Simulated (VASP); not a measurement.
# Al (I4/mmm) in VASP: a series of runs

Runs on Al. Level: r2SCAN. Tasks: single point.

All numbers are computed with VASP 6.6.1; they aren't measurements. Logs are shortened: lines on timing, memory, paths and dates and some standing lists are left out, and cuts for length are marked.

### Step 1. The cell of the first run

Symmetry: I4/mmm, No. 139, tetragonal system. Conventional cell: a = 3.023 Å, b = 3.023 Å, c = 3.262 Å, α = 90.00°, β = 90.00°, γ = 90.00°. Within 3.5 Å of Al (site symmetry 4/mmm) lie 14 Al at 2.69 to 3.26 Å.

### Step 2. Single point, r2SCAN (strain -0.050 along x and y, +0.025 along z)

Input file POSCAR:

```
Al
1.0
   -1.5116577555      1.5116577555      1.6309991572
    1.5116577555     -1.5116577555      1.6309991572
    1.5116577555      1.5116577555     -1.6309991572
Al
1
Direct
    0.0000000000      0.0000000000      0.0000000000
```

Input file INCAR.step1:

```
SYSTEM = Al
ALGO = Normal ; EDIFF = 1E-4
ENCUT = 520 ; GGA = PE
ISMEAR = 0 ; LASPH = .True.
LCHARG = .False. ; LREAL = .False.
LWAVE = .True. ; NBANDS = 8
NELM = 80 ; PREC = Accurate
SIGMA = 0.15
```

Input file INCAR.step2:

```
SYSTEM = Al
ALGO = Normal ; EDIFF = 1E-6
ENCUT = 520 ; ISIF = 2
ISMEAR = 0 ; ISTART = 1
LASPH = .True. ; LCHARG = .True.
LELF = .True. ; LMIXTAU = .True.
LREAL = .False. ; LVHAR = .True.
LWAVE = .False. ; METAGGA = R2SCAN
NBANDS = 8 ; NELM = 80
PREC = Accurate ; SIGMA = 0.15
```

Input file KPOINTS:

```
k-points
0
Gamma
  20 20 20
  0 0 0
```

Potentials or basis: VASP PAW PBE potentials, release 64 (Al).

The run is started by

```sh
$ cat potpaw_PBE.64/Al/POTCAR > POTCAR
$ cp INCAR.step1 INCAR
$ mpirun -np 1 vasp_std > vasp.out
$ cp INCAR.step2 INCAR
$ mpirun -np 1 vasp_std > vasp.out
```

OUTCAR:

```text
SYSTEM = Al
   EDIFF = 1E-6
   ENCUT = 520
   ISIF = 2
   ISMEAR = 0
   ISTART = 1
   LASPH = .True.
   LREAL = .False.
   METAGGA = R2SCAN
   NELM = 80
   PREC = Accurate

 ion  position               nearest neighbor table
   1  0.000  0.000  0.000-

  LATTYP: Found a body centered tetragonal cell.
 ALAT       =     3.0233155110
 C/A-ratio  =     1.0789473684

  Lattice vectors:

 A1 = (  -1.5116577555,   1.5116577555,   1.6309991572)
 A2 = (   1.5116577555,  -1.5116577555,   1.6309991572)
 A3 = (   1.5116577555,   1.5116577555,  -1.6309991572)

Analysis of symmetry for initial positions (statically):
=====================================================================
 Subroutine PRICEL returns:
 Original cell was already a primitive cell.

 Routine SETGRP: Setting up the symmetry group for a
 body centered tetragonal supercell.

 Subroutine GETGRP returns: Found 16 space group operations
 (whereof 16 operations were pure point group operations)
 out of a pool of 16 trial point group operations.

The static configuration has the point symmetry D_4h.

Analysis of symmetry for dynamics (positions and initial velocities):
=====================================================================
 Subroutine PRICEL returns:
 Original cell was already a primitive cell.

 Routine SETGRP: Setting up the symmetry group for a
 body centered tetragonal supercell.

 Subroutine GETGRP returns: Found 16 space group operations
 (whereof 16 operations were pure point group operations)
 out of a pool of 16 trial point group operations.

The dynamic configuration has the point symmetry D_4h.

 Subroutine INISYM returns: Found 16 space group operations
 (whereof 16 operations are pure point group operations),
 and found     1 'primitive' translations

----------------------------------------------------------------------------------------

                                     Primitive cell

  volume of cell :      14.9080

  direct lattice vectors                    reciprocal lattice vectors
    -1.511657755  1.511657755  1.630999157     0.000000000  0.330762700  0.306560551
     1.511657755 -1.511657755  1.630999157     0.330762700  0.000000000  0.306560551
     1.511657755  1.511657755 -1.630999157     0.330762700  0.330762700  0.000000000

  length of vectors
     2.688935959  2.688935959  2.688935959     0.450980415  0.450980415  0.467769096

  position of ions in fractional coordinates (direct lattice)
     0.000000000  0.000000000  0.000000000

[... 72 lines left out ...]
   LASPH  =      T    aspherical Exc in radial PAW
   ENCUT  =  520.0 eV  38.22 Ry    6.18 a.u.   5.00  5.00  5.00*2*pi/ulx,y,z
   NELM   =     80;   NELMIN=  2; NELMDL=  0     # of ELM steps
   EDIFF  = 0.1E-05   stopping-criterion for ELM
   LREAL  =      F    real-space projection
   EDIFFG = 0.1E-04   stopping-criterion for IOM
   NSW    =      0    number of steps for IOM
   IBRION =     -1    ionic relax: 0-MD 1-quasi-New 2-CG
   NFREE  =      0    steps in history (QN), initial steepest desc. (CG)
   ISIF   =      2    stress and relaxation
   ISYM   =      2    0-nonsym 1-usesym 2-fastsym
   POTIM  = 0.5000    time-step for ionic-motion
   TEBEG  =    0.0;   TEEND  =   0.0 temperature during run
   PSTRESS=    0.0 pullay stress
   NELECT =       3.0000    total number of electrons
   NUPDOWN=      -1.0000    fix difference up-down
   EMIN   =  10.00;   EMAX   =-10.00  energy-range for DOS
   EFERMI =   0.00;   METHOD = LEGACY
   ISMEAR =     0;   SIGMA  =   0.15  broadening in eV -4-tet -1-fermi 0-gaus
   EFERMI_NEDOS =   21; number of points for ismear=-14 and -15
   IALGO  =     38    algorithm
   IMIX   =      4    mixing-type and parameters
     AMIX     =   0.40;   BMIX     =  1.00
     AMIX_MAG =   1.60;   BMIX_MAG =  1.00
  volume/ion in A,a.u.               =      14.91       100.60
  Fermi-wavevector in a.u.,A,eV,Ry     =   0.959345  1.812900 12.522036  0.920344
  Thomas-Fermi vector in A             =   2.088533
   LORBIT       =      0    0 simple, 1 ext, 2 COOP (PROOUT), +10 PAW based schemes
   METAGGA = R2SCAN    functional components
   LHFCALC =     F    Hartree Fock is set to
   AEXX    =    0.0000 exact exchange contribution
   IVDW    =     0    specifies the selected vdW correction
   LEPSILON=     F    determine dielectric tensor
   LRPA    =     F    only Hartree local field effects (RPA)
 non-spin polarized calculation
 Gauss-broadening in eV      SIGMA  =   0.15
  energy-cutoff  :      520.00
  volume of cell :       14.91
 maximum number of plane-waves:       418
   NGX =  9   NGY =  9   NGZ =  9

 number of electron       3.0000000 magnetization

 Free energy of the ion-electron system (eV)
  ---------------------------------------------------
  ext. energy  EPLUGINS =         0.00000000
  ---------------------------------------------------
  free energy    TOTEN  =        -6.60855655 eV

  energy without entropy =       -6.60501262  energy(sigma->0) =       -6.60678459

 E-fermi :   9.1255     XC(G=0): -11.2983

 val. band max:        9.1059266532   @ k =   0.5000   0.3000   0.0500
 cond. band min:       9.1436639019   @ k =  -0.4500   0.5000   0.4000
 fundamental gap:      0.0377372486
 Fermi energy:         9.1254947102

 k-point     1 :       0.0000    0.0000    0.0000
  band No.  band energies     occupation
      1      -3.4644      2.00000
      2      23.2514      0.00000
      3      23.2514      0.00000
      4      25.2163      0.00000
      5      26.0443      0.00000
      6      26.1534      0.00000
      7      26.6776      0.00000
      8      26.6776      0.00000
[... 243 lines left out ...]
 k-point    24 :      -0.3500    0.0500    0.0000
  band No.  band energies     occupation
      1      -0.0347      2.00000
      2      10.4689      0.00000
      3      18.7652      0.00000
      4      19.7503      0.00000
      5      22.8233      0.00000
      6      23.7479      0.00000
      7      27.7404      0.00000
      8      31.8826      0.00000

 [... further k-points ...]
[... 5 lines left out ...]
  --------------------------------------------------------------------------------------
  -------------------------------------------------------------------------------------
  Total        0.5904449      0.5904449      1.0014202      0.0000000      0.0000000      0.0000000
  in kB       63.4554972     63.4554972    107.6232813      0.0000000      0.0000000      0.0000000
  external PRESSURE =      78.1780919 kB  Pullay stress =       0.0000000 kB

 VOLUME and BASIS-vectors are now :
 -----------------------------------------------------------------------------
  energy-cutoff  :      520.00
  volume of cell :       14.91
      direct lattice vectors                 reciprocal lattice vectors
    -1.511657755  1.511657755  1.630999157     0.000000000  0.330762700  0.306560551
     1.511657755 -1.511657755  1.630999157     0.330762700  0.000000000  0.306560551
     1.511657755  1.511657755 -1.630999157     0.330762700  0.330762700  0.000000000

 POSITION                                       TOTAL-FORCE (eV/Angst)
 -----------------------------------------------------------------------------------
      0.00000      0.00000      0.00000         0.000000     -0.000000      0.000000
 -----------------------------------------------------------------------------------
    total drift:                                0.000000      0.000000      0.000000

  FREE ENERGIE OF THE ION-ELECTRON SYSTEM (eV)
  ---------------------------------------------------
  free  energy   TOTEN  =        -6.6085565531 eV

  energy  without entropy=       -6.6050126250  energy(sigma->0) =       -6.60678459
```

OUTCAR.step1:

```text
SYSTEM = Al
   EDIFF = 1E-4
   ENCUT = 520
   GGA = PE
   ISMEAR = 0
   LASPH = .True.
[... 482 lines left out ...]
 -----------------------------------------------------------------------------------
      0.00000      0.00000      0.00000         0.000000      0.000000      0.000000
 -----------------------------------------------------------------------------------
    total drift:                                0.000000      0.000000     -0.000000

  FREE ENERGIE OF THE ION-ELECTRON SYSTEM (eV)
  ---------------------------------------------------
  free  energy   TOTEN  =        -3.5974491748 eV

  energy  without entropy=       -3.5932598336  energy(sigma->0) =       -3.59535450
```

Wall time 80 s (1 thread of Intel Xeon 6975P-C (Granite Rapids), shared host); peak memory 0.17 GiB.

Results:

```
Free energy : -6.6086 eV
Pressure    : 7.8 GPa
```

Caveat: the cell differs from its parent crystal (strain -0.050 along x and y, +0.025 along z); the PAW data sets were made with another functional, which shifts forces and pressure a little.

### Step 3. Single point, r2SCAN (strain -0.050 along x and y, +0.050 along z)

Input file POSCAR:

```
Al
1.0
   -1.5116577555      1.5116577555      1.6707796245
    1.5116577555     -1.5116577555      1.6707796245
    1.5116577555      1.5116577555     -1.6707796245
Al
1
Direct
    0.0000000000      0.0000000000      0.0000000000
```

Input file INCAR.step1:

```
PREC = Accurate
ENCUT = 520
ISMEAR = 0
SIGMA = 0.15
LREAL = False
LASPH = True
NELM = 60
NBANDS = 8
GGA = PE
ALGO = Normal
EDIFF = 1E-4
LWAVE = True
LCHARG = False
```

Input file INCAR.step2:

```
PREC = Accurate
ENCUT = 520
EDIFF = 1E-6
ISMEAR = 0
SIGMA = 0.15
LREAL = False
LASPH = True
NELM = 60
ALGO = Normal
ISIF = 2
LWAVE = False
LCHARG = False
METAGGA = R2SCAN
LMIXTAU = True
NBANDS = 8
ISTART = 1
```

Input file KPOINTS:

```
regular mesh
0
Gamma
  20 20 20
```

Potentials or basis: VASP PAW PBE potentials, release 64 (Al).

The run is started by

```sh
$ cat potpaw_PBE.64/Al/POTCAR > POTCAR
$ cp INCAR.step1 INCAR
$ mpirun -np 1 vasp_std > vasp.out
$ cp INCAR.step2 INCAR
$ mpirun -np 1 vasp_std > vasp.out
```

It took 78 s on 1 thread of Intel Xeon 6975P-C (Granite Rapids), shared host; peak memory 0.17 GiB.

The run converged. Its results:

- Free energy: -6.6301 eV
- Pressure: 5.1 GPa

Stress tensor (GPa, compression positive):
```
3.49 0.00 0.00
0.00 3.49 0.00
0.00 0.00 8.39
```

Levels at points of the mesh, in eV from the Fermi level:
```tsv
k point	band 1	band 2	band 3	band 4	band 5
(0.00, 0.00, 0.00)	-12.42	13.84	13.84	16.36	16.39
(0.50, 0.00, 0.00)	-5.18	-4.38	9.72	10.30	12.15
(0.50, 0.50, 0.00)	-4.60	-3.43	7.47	8.18	9.53
(0.50, 0.50, 0.50)	0.20	1.81	3.26	3.26	3.51
```

Caveat: the cell differs from its parent crystal (strain -0.050 along x and y, +0.050 along z); the PAW data sets were made with another functional, which shifts forces and pressure a little.

### Step 4. Single point, r2SCAN (strain -0.025 along x and y, +0.050 along z)

Input file POSCAR:

```
Al
1.0
   -1.5514382228      1.5514382228      1.6707796245
    1.5514382228     -1.5514382228      1.6707796245
    1.5514382228      1.5514382228     -1.6707796245
Al
1
Direct
    0.0000000000      0.0000000000      0.0000000000
```

Input file INCAR.step1:

```
PREC     = Accurate       # precision mode
ENCUT    = 520            # plane-wave cutoff, eV
ISMEAR   = 0              # smearing method
SIGMA    = 0.15           # smearing width, eV
LREAL    = False          # projectors in reciprocal space
LASPH    = True           # aspherical terms in the spheres
NELM     = 80             # most SCF steps
NBANDS   = 8              # bands
GGA      = PE             # functional
ALGO     = Normal         # electronic algorithm
EDIFF    = 1E-4           # SCF threshold, eV
LWAVE    = True           # write WAVECAR
LCHARG   = False          # write CHGCAR
```

Input file INCAR.step2:

```
PREC     = Accurate       # precision mode
ENCUT    = 520            # plane-wave cutoff, eV
EDIFF    = 1E-6           # SCF threshold, eV
ISMEAR   = 0              # smearing method
SIGMA    = 0.15           # smearing width, eV
LREAL    = False          # projectors in reciprocal space
LASPH    = True           # aspherical terms in the spheres
NELM     = 80             # most SCF steps
ALGO     = Normal         # electronic algorithm
ISIF     = 2              # what is computed and relaxed
LWAVE    = False          # write WAVECAR
LCHARG   = False          # write CHGCAR
METAGGA  = R2SCAN         # meta-GGA
LMIXTAU  = True         
NBANDS   = 8              # bands
ISTART   = 1
```

KPOINTS is that of step 3.

The run is started by

```sh
$ cat potpaw_PBE.64/Al/POTCAR > POTCAR
$ cp INCAR.step1 INCAR
$ mpirun -np 1 vasp_std > vasp.out
$ cp INCAR.step2 INCAR
$ mpirun -np 1 vasp_std > vasp.out
```

Run time: 2.2 min. Hardware: 1 thread of Intel Xeon 6975P-C, shared host; peak memory 0.19 GiB.

The run converged. Its results:

- Free energy: -6.6355 eV
- Pressure: 0.2 GPa

Stress tensor (GPa, compression positive):
```
-1.08  0.00  0.00
 0.00 -1.08  0.00
 0.00  0.00  2.82
```

Levels at points of the mesh, in eV from the Fermi level:
```csv
k point,band 1,band 2,band 3,band 4
"(0.00, 0.00, 0.00)",-12.03,13.68,13.68,15.50
"(0.50, 0.00, 0.00)",-4.92,-4.24,9.35,9.61
"(0.50, 0.50, 0.00)",-4.51,-3.54,7.72,8.10
"(0.50, 0.50, 0.50)",0.65,2.22,2.84,2.84
```

Caveat: the cell differs from its parent crystal (strain -0.025 along x and y, +0.050 along z); the PAW data sets were made with another functional, which shifts forces and pressure a little.

### Step 5. Overview

```csv
cell,gap on the mesh (eV),pressure (GPa)
"a = 2.689 Å, angles 111.6, 111.6, 105.3°, 1 atom",none,7.8
"a = 2.713 Å, angles 112.3, 112.3, 104.0°, 1 atom",none,5.1
"a = 2.758 Å, angles 111.5, 111.5, 105.4°, 1 atom",none,0.2
```

Alike in all rows: task single point; level r2SCAN; potentials or basis VASP PAW PBE potentials, release 64 (Al); no spin polarisation; k mesh 20 × 20 × 20; cutoff (eV) 520; smearing gaussian 0.15 eV.

Caveats: the PAW data sets were made with another functional, which shifts forces and pressure a little.

Absolute energies hang on the potentials; compare differences alone.
